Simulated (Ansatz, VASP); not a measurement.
# One calculation of Ru, two programs

```
Ru
1.0
     2.63184    0.00000    0.00000
    -1.31592    2.27924    0.00000
     0.00000    0.00000    4.22832
Ru
2
Direct
  0.33333 0.66667 0.25000
  0.66667 0.33333 0.75000
```

Alike in both runs: task single point; functional PBEsol; k mesh 21 × 21 × 12; occupations gaussian, width 0.15 eV; no spin polarisation.

|  | VASP | Ansatz |
| --- | --- | --- |
| version | VASP 6.6.1 | Ansatz 0.2.0 |
| potentials or method | VASP PAW PBE potentials, release 64 (Ru_pv), cutoff 520 eV | scalar-relativistic, plane waves, PAW |
| valence electrons in the cell | 28 | 32 |

```csv
,VASP,Ansatz,Ansatz less VASP
gap on the k mesh at the Fermi level (eV),none,none,-
pressure (GPa),19.1,19.2,+0.04
"traceless stress, the component that is largest in VASP (GPa)",-5.97,-5.98,-0.007
```

VASP's potentials were made for PBE, not for PBEsol, and Ansatz warns of the same on its side. A gap of «none» marks a metal or a gap that the smearing closes. VASP's potentials hold 28 valence electrons a cell and Ansatz's 32, so a difference there can come from the potentials and not from the codes.
